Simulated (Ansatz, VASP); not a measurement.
**Two plane-wave programs on Be4Si**

The input POSCAR:

```
Be4Si
1.0
    3.6564050000      0.0000000000      0.0000000000
    0.0000000000      3.6564050000      0.0000000000
    0.0000000000      0.0000000000      7.6514270000
Be Si
8 2
Direct
    0.0000000000      0.0000000000      0.0000000000
    0.5000000000      0.5000000000      0.0000000000
    0.0000000000      0.5000000000      0.4810000000
    0.5000000000      0.0000000000      0.5190000000
    0.0000000000      0.0000000000      0.3040000000
    0.5000000000      0.5000000000      0.3040000000
    0.5000000000      0.5000000000      0.6960000000
    0.0000000000      0.0000000000      0.6960000000
    0.0000000000      0.5000000000      0.1690000000
    0.5000000000      0.0000000000      0.8310000000
```

INCAR.step1

```
SYSTEM = Be4Si
  PREC = Accurate
  ENCUT = 660
  ISMEAR = -1
  SIGMA = 0.1
  LREAL = .FALSE.
  LASPH = .TRUE.
  NELM = 120
  NBANDS = 23
  GGA = PE
  ALGO = Normal
  EDIFF = 1E-5
  LWAVE = .TRUE.
  LCHARG = .FALSE.
  GGA_COMPAT = .FALSE.
```

Contents of INCAR.step2:

```
SYSTEM = Be4Si
  PREC = Accurate
  ENCUT = 660
  EDIFF = 1E-6
  ISMEAR = -1
  SIGMA = 0.1
  LREAL = .FALSE.
  LASPH = .TRUE.
  NELM = 120
  ALGO = Normal
  ISIF = 2
  LWAVE = .FALSE.
  LCHARG = .TRUE.
  METAGGA = R2SCAN
  LMIXTAU = .TRUE.
  LELF = .TRUE.
  LVHAR = .TRUE.
  NBANDS = 23
  ISTART = 1
  GGA_COMPAT = .FALSE.
```

Contents of KPOINTS:

```
Automatic mesh
0
G
  9 9 5
  0 0 0
```

Input for Ansatz:

```yaml
crystal:
  lattice:
    - [3.656405, 0.0, 0.0]
    - [0.0, 3.656405, 0.0]
    - [0.0, 0.0, 7.651427]
  atoms:
    - { symbol: Be, position: [0.0, 0.0, 0.0] }
    - { symbol: Be, position: [0.5, 0.5, 0.0] }
    - { symbol: Be, position: [0.0, 0.5, 0.481] }
    - { symbol: Be, position: [0.5, 0.0, 0.519] }
    - { symbol: Si, position: [0.0, 0.5, 0.169] }
    - { symbol: Si, position: [0.5, 0.0, 0.831] }
    - { symbol: Be, position: [0.0, 0.0, 0.304] }
    - { symbol: Be, position: [0.5, 0.5, 0.304] }
    - { symbol: Be, position: [0.5, 0.5, 0.696] }
    - { symbol: Be, position: [0.0, 0.0, 0.696] }
  symmetry: { tolerance: 0.0003 }
kpoints:
  mp_grid: { grid: [9, 9, 5], shift: [0, 0, 0] }
  band_path:
    path:
      - [0.0, 0.0, 0.0]
      - [0.0, 0.5, 0.0]
      - [0.5, 0.5, 0.0]
      - [0.0, 0.0, 0.0]
      - [0.0, 0.0, 0.5]
      - [0.0, 0.5, 0.5]
      - [0.5, 0.5, 0.5]
      - [0.0, 0.0, 0.5]
    npoints: 7
magnetization:
  spin_polarized: false
scf:
  occupations: { method: fermi_dirac }
  lower_state_search: "off"
  max_iter: 200
hamiltonian:
  pseudopotentials: { kind: paw }
  xc: r2scan
basis:
  ecutwfc: 500
  fft_grid_basis: typed
output:
  forces: true
  stress: true
  eigenvalues: true
  bader: true
  populations: true
  elf: true
  write_potential: true
  volumetric_format: npy
  dos:
    e_range: [-12, 8]
    de: 0.05
    projected: { site_lists: { Be: [Be], Si: [Si] } }
checkpoint:
  read: saved_state
```

Alike in both runs: task single point; functional r2SCAN; k mesh 9 × 9 × 5; no spin polarisation.

|  | VASP | Ansatz |
| --- | --- | --- |
| version | VASP 6.6.1 | Ansatz 0.2.0 |
| potentials or method | VASP PAW PBE potentials, release 64 (Be, Si), cutoff 660 eV | PAW plane waves |
| occupations | fermi-dirac, width 0.1 eV | fermi-dirac |
| valence electrons in the cell | 24 | 24 |

Ansatz gave:

- pressure (GPa): 6.3
- rms of the force components (eV/Å): 0.849

Task: Which values does VASP return?

Result: Pressure (GPa): 6.4; rms of the force components (eV/Å): 0.852.

VASP's potentials were made for PBE, not for r2SCAN.
